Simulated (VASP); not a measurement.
CdS: single point with PBE

The system is CdS.

```
Cd S
1.0
     0.00000    2.75324    2.75324
     2.75324    0.00000    2.75324
     2.75324    2.75324    0.00000
Cd S
1 1
Direct
  0.00435 0.97727 0.01314
  0.50084 0.49397 0.49740
```

This cell differs from its parent crystal: atoms moved at random.

```yaml
Program: VASP 6.6.1
Task: single point
Functional: PBE
Potentials_or_basis: VASP PAW PBE potentials, release 64 (Cd, S)
Cutoff: 520 eV
k_mesh: 8 × 8 × 8
Occupations: fermi-dirac, width 0.05 eV
Spin: no spin polarisation
Dipole_correction: no
Further_INCAR_settings: ALGO = Normal; EDIFF = 1e-06; NBANDS = 16
```

* Pressure: 0.0 GPa
* Largest force: 0.086 eV/Å
* Band gap on the k mesh: 0.27 eV, indirect (least direct gap 1.53 eV)

Forces on the atoms (eV/Å):
```
Cd   0.004 -0.071  0.048
S   -0.004  0.071 -0.048
```

Stress tensor (GPa, compression positive):
```
-0.11  0.00  0.00
 0.00  0.15  0.02
 0.00  0.02  0.01
```

Levels at points of the mesh, in eV from the valence-band top:
```
           k point  band 6  band 7  band 8  band 9  band 10  band 11  band 12  band 13
(0.00, 0.00, 0.00)   -7.57   -0.69   -0.69   -0.69     0.84     9.20     9.21     9.24
(0.50, 0.00, 0.00)   -7.37   -4.75   -0.01    0.00     3.55     5.94     5.94     6.67
(0.00, 0.50, 0.00)   -7.37   -4.74    0.00    0.00     3.54     5.93     5.94     6.66
(0.00, 0.00, 0.50)   -7.37   -4.74    0.00    0.00     3.54     5.93     5.94     6.66
(0.50, 0.50, 0.50)   -7.37   -4.75   -0.01    0.00     3.55     5.94     5.94     6.67
(0.50, 0.50, 0.00)   -6.67   -4.10   -2.05   -2.04     0.27     6.07     9.74    11.14
(0.00, 0.50, 0.50)   -6.67   -4.10   -2.05   -2.04     0.27     6.06     9.74    11.14
(0.50, 0.00, 0.50)   -6.67   -4.10   -2.05   -2.05     0.27     6.07     9.75    11.14
```

It took 2.3 min on 1 thread of Intel(R) Xeon(R) Platinum 8375C CPU @ 2.90GHz (Ice Lake) (shared host), peak memory 0.3 GiB.

Caveat: the cell differs from its parent crystal (atoms moved at random). A k mesh can miss the band edges.
